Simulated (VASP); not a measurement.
# PtSe2 (Sudovikovite) (P-3m1) in VASP: notebook

PtSe2 (Sudovikovite) is run at these levels: PBE+D3(BJ), PBEsol+D4, LDA; tasks: single point.

All numbers are computed with VASP 6.6.1; they aren't measurements. Logs are shortened: lines on timing, memory, paths and dates and some standing lists are left out, and cuts for length are marked.

## Step 1: The cell of the first run

It takes space group P-3m1 (No. 164, trigonal). The conventional cell has a = 3.674 Å, b = 3.674 Å, c = 4.994 Å, α = 90.00°, β = 90.00°, γ = 120.00°. Pt (site symmetry -3m) has 6 Se at 2.46 Å within 3.2 Å. Se (site symmetry 3m) has 3 Pt at 2.46 Å within 3.2 Å.

## Step 2: Single point, PBE+D3(BJ)

Contents of INCAR:

```
SYSTEM = PtSe2
  PREC = Accurate
  ENCUT = 520
  EDIFF = 1E-6
  ISMEAR = -1
  SIGMA = 0.05
  LREAL = .False.
  LASPH = .True.
  NELM = 100
  ALGO = Normal
  ISIF = 2
  LWAVE = .False.
  LCHARG = .False.
  GGA = PE
  IVDW = 12
  NBANDS = 18
```

Contents of KPOINTS:

```
regular mesh
0
Gamma
  8 8 5
  0 0 0
```

Contents of POSCAR:

```
PtSe2
1.0
    3.6736695059      0.0000000000      0.0000000000
   -1.8368347530      3.1814911172      0.0000000000
    0.0000000000      0.0000000000      4.9935862081
Pt Se
1 2
Direct
    0.0000000000      0.0000000000      0.0000000000
    0.6666666667      0.3333333333      0.7500000000
    0.3333333333      0.6666666667      0.2500000000
```

Potentials or basis: VASP PAW PBE potentials, release 64 (Pt, Se).

Run with:

```console
$ cat potpaw_PBE.64/Pt/POTCAR potpaw_PBE.64/Se/POTCAR > POTCAR
$ mpirun -np 1 vasp_std > vasp.out
```

OUTCAR:

```text
SYSTEM = PtSe2
   PREC = Accurate
   ENCUT = 520
   EDIFF = 1E-6
   ISMEAR = -1
   LREAL = .False.
   LASPH = .True.
   NELM = 100
   ISIF = 2
   GGA = PE
   IVDW = 12
 IVDW          = 12

 ion  position               nearest neighbor table
   1  0.000  0.000  0.000-   2 2.46   3 2.46   2 2.46   3 2.46   2 2.46   3 2.46
   2  0.667  0.333  0.750-   1 2.46   1 2.46   1 2.46
   3  0.333  0.667  0.250-   1 2.46   1 2.46   1 2.46

  LATTYP: Found a hexagonal cell.
 ALAT       =     3.6736695059
 C/A-ratio  =     1.3592910849

  Lattice vectors:

 A1 = (   3.6736695059,   0.0000000000,   0.0000000000)
 A2 = (  -1.8368347530,   3.1814911172,   0.0000000000)
 A3 = (   0.0000000000,   0.0000000000,   4.9935862081)

Analysis of symmetry for initial positions (statically):
=====================================================================
 Subroutine PRICEL returns:
 Original cell was already a primitive cell.

 Routine SETGRP: Setting up the symmetry group for a
 hexagonal supercell.

 Subroutine GETGRP returns: Found 12 space group operations
 (whereof 12 operations were pure point group operations)
 out of a pool of 24 trial point group operations.

The static configuration has the point symmetry D_3d.

Analysis of symmetry for dynamics (positions and initial velocities):
=====================================================================
 Subroutine PRICEL returns:
 Original cell was already a primitive cell.

 Routine SETGRP: Setting up the symmetry group for a
 hexagonal supercell.

 Subroutine GETGRP returns: Found 12 space group operations
 (whereof 12 operations were pure point group operations)
 out of a pool of 24 trial point group operations.

The dynamic configuration has the point symmetry D_3d.

 Subroutine INISYM returns: Found 12 space group operations
 (whereof 12 operations are pure point group operations),
 and found     1 'primitive' translations

----------------------------------------------------------------------------------------

                                     Primitive cell

  volume of cell :      58.3638

  direct lattice vectors                    reciprocal lattice vectors
     3.673669506  0.000000000  0.000000000     0.272207393  0.157159012  0.000000000
    -1.836834753  3.181491117  0.000000000     0.000000000  0.314318024  0.000000000
     0.000000000  0.000000000  4.993586208     0.000000000  0.000000000  0.200256881

  length of vectors
     3.673669506  3.673669506  4.993586208     0.314318024  0.314318024  0.200256881

  position of ions in fractional coordinates (direct lattice)
     0.000000000  0.000000000  0.000000000
     0.666666667  0.333333333  0.750000000
     0.333333333  0.666666667  0.250000000

  ion indices of the primitive-cell ions
   primitive index   ion index
                 1           1
                 2           2
                 3           3

----------------------------------------------------------------------------------------

 KPOINTS: regular mesh

Automatic generation of k-mesh.
 Grid dimensions read from file:
 generate k-points for:    8    8    5

 Generating k-lattice:

  Cartesian coordinates                     Fractional coordinates (reciprocal lattice)
     0.034025924  0.019644876  0.000000000     0.125000000  0.000000000  0.000000000
     0.000000000  0.039289753  0.000000000     0.000000000  0.125000000  0.000000000
     0.000000000  0.000000000  0.040051376     0.000000000  0.000000000  0.200000000

  Length of vectors
     0.039289753  0.039289753  0.040051376

  Shift w.r.t. Gamma in fractional coordinates (k-lattice)
     0.000000000  0.000000000  0.000000000

 Subroutine IBZKPT returns following result:
 ===========================================

 Found     40 irreducible k-points:

 Following reciprocal coordinates:
            Coordinates               Weight
  0.000000  0.000000  0.000000      1.000000
  0.125000  0.000000  0.000000      6.000000
  0.250000  0.000000  0.000000      6.000000
  0.375000 -0.000000  0.000000      6.000000
  0.500000  0.000000  0.000000      3.000000
[... 51 lines left out ...]
     18      16.0204      0.00000

 k-point     7 :       0.2500    0.1250    0.0000
  band No.  band energies     occupation
      1      -7.8373      2.00000
      2      -6.4098      2.00000
      3       0.5027      2.00000
      4       0.6630      2.00000
      5       1.1354      2.00000
      6       1.3390      2.00000
[... 10 lines left out ...]
     17      15.0460      0.00000
     18      16.2270      0.00000

 k-point     8 :       0.3750    0.1250    0.0000
  band No.  band energies     occupation
      1      -7.1824      2.00000
      2      -6.7097      2.00000
      3      -0.3482      2.00000
      4       0.8062      2.00000
      5       1.4739      2.00000
      6       1.9944      2.00000
[... 10 lines left out ...]
     17      16.0270      0.00000
     18      16.9484      0.00000
[... 229 lines left out ...]
     17      14.8736      0.00000
     18      16.2464      0.00000

 k-point    20 :       0.2500    0.1250    0.2000
  band No.  band energies     occupation
      1      -7.6941      2.00000
      2      -6.5995      2.00000
      3       0.3397      2.00000
      4       0.6578      2.00000
      5       1.0456      2.00000
      6       1.8350      2.00000
[... 10 lines left out ...]
     17      15.7178      0.00000
     18      15.8059      0.00000

 k-point    21 :      -0.1250    0.3750    0.2000
  band No.  band energies     occupation
      1      -7.7518      2.00000
      2      -6.4923      2.00000
      3       0.0103      2.00000
      4       0.5259      2.00000
      5       1.0434      2.00000
      6       1.7532      2.00000
[... 10 lines left out ...]
     17      15.2231      0.00000
     18      16.8313      0.00000

 k-point    22 :       0.3750    0.1250    0.2000
  band No.  band energies     occupation
      1      -7.0315      2.00000
      2      -6.8499      2.00000
      3      -0.3683      2.00000
      4       0.7553      2.00000
      5       1.6388      2.00000
      6       1.6600      2.00000
[... 10 lines left out ...]
     17      16.2761      0.00000
     18      16.7939      0.00000

 k-point    23 :      -0.1250    0.5000    0.2000
  band No.  band energies     occupation
      1      -7.2153      2.00000
      2      -6.6228      2.00000
      3      -0.5325      2.00000
      4       0.5914      2.00000
      5       1.1877      2.00000
      6       2.3749      2.00000
[... 10 lines left out ...]
     17      16.4769      0.00000
     18      17.1641      0.00000

 k-point    24 :       0.2500    0.2500    0.2000
  band No.  band energies     occupation
      1      -7.2008      2.00000
      2      -6.6568      2.00000
      3       0.0328      2.00000
      4       0.4740      2.00000
      5       1.0231      2.00000
      6       1.8374      2.00000
[... 10 lines left out ...]
     17      15.6258      0.00000
     18      16.2497      0.00000

 [... further k-points ...]

------------------------ aborting loop because EDIFF is reached ----------------------------------------

 Edisp (eV)   -1.49161

 E8    (eV) :    -0.6397

  FORCE on cell =-STRESS in cart. coord.  units (eV):
  Direction    XX          YY          ZZ          XY          YZ          ZX
  --------------------------------------------------------------------------------------
  -------------------------------------------------------------------------------------
  Total       4.06176     4.06176     2.49051    -0.00000     0.00000     0.00000
  in kB     111.50178   111.50178    68.36831    -0.00000     0.00000     0.00000
  external pressure =       97.12 kB  Pullay stress =        0.00 kB

 VOLUME and BASIS-vectors are now :
 -----------------------------------------------------------------------------
  energy-cutoff  :      520.00
  volume of cell :       58.36
      direct lattice vectors                 reciprocal lattice vectors
     3.673669506  0.000000000  0.000000000     0.272207393  0.157159012  0.000000000
    -1.836834753  3.181491117  0.000000000     0.000000000  0.314318024  0.000000000
     0.000000000  0.000000000  4.993586208     0.000000000  0.000000000  0.200256881

 POSITION                                       TOTAL-FORCE (eV/Angst)
 -----------------------------------------------------------------------------------
      0.00000      0.00000      0.00000         0.000000      0.000000      0.000000
      1.83683      1.06050      3.74519        -0.000000      0.000000     -1.190872
     -0.00000      2.12099      1.24840        -0.000000      0.000000      1.190872
 -----------------------------------------------------------------------------------
    total drift:                               -0.000000     -0.000000     -0.000000

  FREE ENERGIE OF THE ION-ELECTRON SYSTEM (eV)
  ---------------------------------------------------
  free  energy   TOTEN  =       -15.5205648654 eV

  energy  without entropy=      -15.5150037408  energy(sigma->0) =      -15.51778430
```

Run time: 41 s. Hardware: 1 thread of Intel Xeon Platinum 8375C at 2.90GHz (Ice Lake), shared host; peak memory 0.21 GiB.

What came out:

- Free energy: -15.5206 eV
- Pressure: 9.7 GPa
- Largest force: 1.191 eV/Å
- Band gap on the k mesh: zero (band 11 reaches 7.53 eV, above the bottom of band 12 at 7.24 eV)
- Dispersion energy per atom: -0.497 eV

Forces in eV/Å, atoms in the order of the input:
```
Pt   0.000  0.000  0.000
Se   0.000  0.000 -1.191
Se   0.000  0.000  1.191
```

Stress tensor (GPa, compression positive):
```
11.15  0.00  0.00
 0.00 11.15  0.00
 0.00  0.00  6.84
```

Levels at points of the mesh, in eV from the Fermi level:
```csv
k point,band 7,band 8,band 9,band 10,band 11,band 12,band 13,band 14,band 15,band 16
"(0.00, 0.00, 0.00)",-4.35,-2.79,-1.19,-1.19,0.35,1.46,1.46,3.45,4.45,7.19
"(0.50, 0.00, 0.00)",-4.00,-3.81,-3.80,-3.70,-3.15,0.62,2.44,4.83,5.77,7.06
```

Caveat: spin-orbit coupling is left out, which moves the levels of the heavy elements; pairwise dispersion overbinds metals, which lowers pressure and volume; forces of over 1 eV/Å act on the atoms, so gaps and moduli don't describe the material at rest.

## Step 3: Single point, PBEsol+D4

Contents of INCAR:

```
SYSTEM = PtSe2
PREC = Accurate
ENCUT = 520
EDIFF = 1E-6
ISMEAR = -1
SIGMA = 0.05
LREAL = .FALSE.
LASPH = .TRUE.
NELM = 80
ALGO = Normal
ISIF = 2
LWAVE = .FALSE.
LCHARG = .FALSE.
GGA = PS
IVDW = 13
NBANDS = 18
```

Contents of KPOINTS:

```
regular mesh
0
G
  8 8 5
  0 0 0
```

POSCAR is that of step 2.

Potentials or basis: VASP PAW PBE potentials, release 64 (Pt, Se).

Run with:

```console
$ cat potpaw_PBE.64/Pt/POTCAR potpaw_PBE.64/Se/POTCAR > POTCAR
$ mpirun -np 1 vasp_std > vasp.out
```

Wall time 41 s (1 thread of Intel Xeon Platinum 8375C at 2.90GHz (Ice Lake), shared host); peak memory 0.2 GiB.

The run converged. Its results:

```
Free energy                : -16.7032 eV
Pressure                   : 6.1 GPa
Largest force              : 0.922 eV/Å
Band gap on the k mesh     : zero (band 11 reaches 7.40 eV, above the bottom of band 12 at 7.06 eV)
Dispersion energy per atom : -0.298 eV
```

Forces on the atoms (eV/Å):
```
Pt   0.000  0.000  0.000
Se   0.000  0.000 -0.922
Se   0.000  0.000  0.922
```

Stress tensor (GPa, compression positive):
```
7.38 0.00 0.00
0.00 7.38 0.00
0.00 0.00 3.56
```

Levels at points of the mesh, in eV from the Fermi level:
```tsv
k point	band 8	band 9	band 10	band 11	band 12	band 13	band 14	band 15
(0.00, 0.00, 0.00)	-2.76	-1.16	-1.16	0.38	1.48	1.48	3.35	4.35
(0.50, 0.00, 0.00)	-3.80	-3.77	-3.67	-3.14	0.61	2.46	4.80	5.69
```

Caveat: the PAW data sets were made with another functional, which shifts forces and pressure a little; spin-orbit coupling is left out, which moves the levels of the heavy elements; pairwise dispersion overbinds metals, which lowers pressure and volume.

## Step 4: Single point, LDA

This run uses another cell than the first one, of 19.86 Å³/atom, 1.021 times its volume.

Contents of INCAR:

```
PREC = Accurate
ENCUT = 520
EDIFF = 1E-6
ISMEAR = -1
SIGMA = 0.05
LREAL = False
LASPH = True
NELM = 80
ALGO = Normal
ISIF = 2
LWAVE = False
LCHARG = False
NBANDS = 18
```

Contents of KPOINTS:

```
Automatic mesh
0
Gamma
  8 8 5
```

Contents of POSCAR:

```
PtSe2
1.0
    3.6990059583      0.0000000000      0.0000000000
   -1.8495029792      3.2034331287      0.0000000000
    0.0000000000      0.0000000000      5.0280258220
Pt Se
1 2
Direct
    0.0000000000      0.0000000000      0.0000000000
    0.6666666667      0.3333333333      0.7500000000
    0.3333333333      0.6666666667      0.2500000000
```

Potentials or basis: VASP PAW LDA potentials, release 64 (Pt, Se).

Run with:

```console
$ cat potpaw_LDA.64/Pt/POTCAR potpaw_LDA.64/Se/POTCAR > POTCAR
$ mpirun -np 1 vasp_std > vasp.out
```

Run time: 37 s. Hardware: 1 thread of Intel Xeon Platinum 8375C at 2.90GHz (Ice Lake), shared host; peak memory 0.18 GiB.

The run converged. Its results:

- Free energy: -17.0511 eV
- Pressure: 2.8 GPa
- Largest force: 0.511 eV/Å
- Band gap on the k mesh: zero (band 11 reaches 7.21 eV, above the bottom of band 12 at 6.86 eV)

Forces on the atoms (eV/Å):
```
Pt   0.000  0.000  0.000
Se   0.000  0.000 -0.511
Se   0.000  0.000  0.511
```

Stress tensor (GPa, compression positive):
```
3.54 0.00 0.00
0.00 3.54 0.00
0.00 0.00 1.30
```

Levels at points of the mesh, in eV from the Fermi level:
| k point | band 9 | band 10 | band 11 | band 12 | band 13 | band 14 |
| --- | --- | --- | --- | --- | --- | --- |
| (0.00, 0.00, 0.00) | -1.11 | -1.11 | 0.39 | 1.46 | 1.46 | 3.44 |
| (0.50, 0.00, 0.00) | -3.63 | -3.54 | -3.06 | 0.61 | 2.39 | 4.77 |

Caveat: spin-orbit coupling is left out, which moves the levels of the heavy elements.

## Step 5: Single point, PBE+D3(BJ)

This run uses another cell than the first one, of 19.86 Å³/atom, 1.021 times its volume.

Contents of INCAR:

```
  ALGO = Normal
  EDIFF = 1E-6
  ENCUT = 520
  GGA = PE
  ISIF = 2
  ISMEAR = -1
  IVDW = 12
  LASPH = True
  LCHARG = False
  LREAL = False
  LWAVE = False
  NBANDS = 18
  NELM = 80
  PREC = Accurate
  SIGMA = 0.05
```

Contents of KPOINTS:

```
k-points
0
Gamma
  8 8 5
```

POSCAR is that of step 4.

Potentials or basis: VASP PAW PBE potentials, release 64 (Pt, Se).

Run with:

```console
$ cat potpaw_PBE.64/Pt/POTCAR potpaw_PBE.64/Se/POTCAR > POTCAR
$ mpirun -np 1 vasp_std > vasp.out
```

It took 40 s on 1 thread of Intel Xeon Platinum 8375C at 2.90GHz (Ice Lake), shared host; peak memory 0.21 GiB.

It converged, with:

| Item | Value |
| --- | --- |
| Free energy | -15.5817 eV |
| Pressure | 6.4 GPa |
| Largest force | 0.896 eV/Å |
| Band gap on the k mesh | zero (band 11 reaches 7.23 eV, above the bottom of band 12 at 6.94 eV) |
| Dispersion energy per atom | -0.487 eV |

Forces on the atoms (eV/Å):
```
Pt   0.000  0.000  0.000
Se   0.000  0.000 -0.896
Se   0.000  0.000  0.896
```

Stress tensor (GPa, compression positive):
```
7.43 0.00 0.00
0.00 7.43 0.00
0.00 0.00 4.36
```

Levels at points of the mesh, in eV from the Fermi level:
```
           k point  band 7  band 8  band 9  band 10  band 11  band 12  band 13  band 14  band 15  band 16
(0.00, 0.00, 0.00)   -4.22   -2.71   -1.15    -1.15     0.35     1.44     1.44     3.51     4.30     7.21
(0.50, 0.00, 0.00)   -3.88   -3.70   -3.69    -3.59    -3.09     0.62     2.37     4.78     5.78     7.06
```

Caveat: spin-orbit coupling is left out, which moves the levels of the heavy elements; pairwise dispersion overbinds metals, which lowers pressure and volume.

## Step 6: Single point, PBEsol+D4

This run uses another cell than the first one, of 19.86 Å³/atom, 1.021 times its volume.

Contents of INCAR:

```
PREC     = Accurate       # precision mode
ENCUT    = 520            # plane-wave cutoff, eV
EDIFF    = 1E-6           # SCF threshold, eV
ISMEAR   = -1             # smearing method
SIGMA    = 0.05           # smearing width, eV
LREAL    = F              # projectors in reciprocal space
LASPH    = T              # aspherical terms in the spheres
NELM     = 100            # most SCF steps
ALGO     = Normal         # electronic algorithm
ISIF     = 2              # what is computed and relaxed
LWAVE    = F              # write WAVECAR
LCHARG   = T              # write CHGCAR
GGA      = PS             # functional
IVDW     = 13             # dispersion correction
LELF     = T              # ELF
LVHAR    = T            
NBANDS   = 18             # bands
```

Contents of KPOINTS:

```
regular mesh
0
Gamma
  8 8 5
```

POSCAR is that of step 5.

Potentials or basis: VASP PAW PBE potentials, release 64 (Pt, Se).

Run with:

```console
$ cat potpaw_PBE.64/Pt/POTCAR potpaw_PBE.64/Se/POTCAR > POTCAR
$ mpirun -np 1 vasp_std > vasp.out
```

It took 38 s on 1 thread of Intel Xeon Platinum 8375C at 2.90GHz (Ice Lake), shared host; peak memory 0.2 GiB.

The run converged. Its results:

```
Free energy                : -16.7373 eV
Pressure                   : 2.9 GPa
Largest force              : 0.630 eV/Å
Band gap on the k mesh     : zero (band 11 reaches 7.10 eV, above the bottom of band 12 at 6.77 eV)
Dispersion energy per atom : -0.292 eV
```

Forces in eV/Å, atoms in the order of the input:
```
Pt   0.000  0.000  0.000
Se   0.000  0.000 -0.630
Se   0.000  0.000  0.630
```

Stress tensor (GPa, compression positive):
```
3.77 0.00 0.00
0.00 3.77 0.00
0.00 0.00 1.17
```

Levels at points of the mesh, in eV from the Fermi level:
| k point | band 7 | band 8 | band 9 | band 10 | band 11 | band 12 | band 13 | band 14 | band 15 | band 16 |
| --- | --- | --- | --- | --- | --- | --- | --- | --- | --- | --- |
| (0.00, 0.00, 0.00) | -4.19 | -2.68 | -1.13 | -1.13 | 0.38 | 1.46 | 1.46 | 3.41 | 4.20 | 7.17 |
| (0.50, 0.00, 0.00) | -3.89 | -3.70 | -3.65 | -3.57 | -3.08 | 0.61 | 2.40 | 4.75 | 5.70 | 6.96 |

Caveat: the PAW data sets were made with another functional, which shifts forces and pressure a little; spin-orbit coupling is left out, which moves the levels of the heavy elements; pairwise dispersion overbinds metals, which lowers pressure and volume.

## Step 7: Overview

```tsv
level	potentials or basis	cell	gap on the mesh (eV)	pressure (GPa)	largest force (eV/Å)
PBE+D3(BJ)	VASP PAW PBE potentials, release 64 (Pt, Se)	a = 3.674, b = 3.674, c = 4.994 Å, angles 90.0, 90.0, 120.0°, 3 atoms	none	9.7	1.19
PBEsol+D4	VASP PAW PBE potentials, release 64 (Pt, Se)	a = 3.674, b = 3.674, c = 4.994 Å, angles 90.0, 90.0, 120.0°, 3 atoms	none	6.1	0.92
LDA	VASP PAW LDA potentials, release 64 (Pt, Se)	a = 3.699, b = 3.699, c = 5.028 Å, angles 90.0, 90.0, 120.0°, 3 atoms	none	2.8	0.51
PBE+D3(BJ)	VASP PAW PBE potentials, release 64 (Pt, Se)	a = 3.699, b = 3.699, c = 5.028 Å, angles 90.0, 90.0, 120.0°, 3 atoms	none	6.4	0.90
PBEsol+D4	VASP PAW PBE potentials, release 64 (Pt, Se)	a = 3.699, b = 3.699, c = 5.028 Å, angles 90.0, 90.0, 120.0°, 3 atoms	none	2.9	0.63
```

Alike in all rows: task single point; no spin polarisation; k mesh 8 × 8 × 5; cutoff (eV) 520; smearing fermi-dirac 0.05 eV.

Caveats: spin-orbit coupling is left out, which moves the levels of the heavy elements; pairwise dispersion overbinds metals, which lowers pressure and volume (some runs); the PAW data sets were made with another functional, which shifts forces and pressure a little (some runs); forces of over 1 eV/Å act on the atoms, so gaps and moduli don't describe the material at rest (some runs).

Absolute energies hang on the potentials; compare differences alone.
